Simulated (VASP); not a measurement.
Wanted: the native input for a VASP 6.6.1 run.

```
Task                   : single point
Functional             : PBE
Potentials or basis    : VASP PAW PBE potentials, release 64 (Cu)
Cutoff                 : 520 eV
k mesh                 : 4 × 4 × 4
Occupations            : gaussian, width 0.1 eV
Spin                   : no spin polarisation
Dipole correction      : no
Further INCAR settings : ALGO = Fast; EDIFF = 1e-07; NBANDS = 54
```

The structure of Cu lies in POSCAR:

```
Cu
1.0
    4.5274688734      0.0000000000      0.0000000000
    0.0000000000      4.5274688734      0.0000000000
    0.0000000000      0.0000000000      4.5274688734
Cu
8
Direct
    0.5000000000      0.5000000000      0.5000000000
    0.0000000000      0.0000000000      0.0000000000
    0.2500000000      0.0000000000      0.5000000000
    0.5000000000      0.2500000000      0.0000000000
    0.5000000000      0.7500000000      0.0000000000
    0.7500000000      0.0000000000      0.5000000000
    0.0000000000      0.5000000000      0.7500000000
    0.0000000000      0.5000000000      0.2500000000
```

One way to write it, as run:

INCAR

```
  PREC = Accurate
  ENCUT = 520
  EDIFF = 1E-7
  ISMEAR = 0
  SIGMA = 0.1
  LREAL = F
  LASPH = T
  NELM = 60
  ALGO = Fast
  ISIF = 2
  LWAVE = F
  LCHARG = F
  GGA = PE
  NBANDS = 54
```

KPOINTS

```
regular mesh
0
Gamma
  4 4 4
```

Potentials or basis: VASP PAW PBE potentials, release 64 (Cu).

Command:

```console
$ cat potpaw_PBE.64/Cu/POTCAR > POTCAR
$ mpirun -np 1 vasp_std > vasp.out
```

It gave:

The pressure is 9.1 GPa and the band gap on the k mesh is zero (band 44 reaches 8.62 eV, above the bottom of band 45 at 6.85 eV).

Run time: 68 s on 1 thread of AMD EPYC 9R45 (Zen 5), with other jobs on the host, peak memory 0.17 GiB.
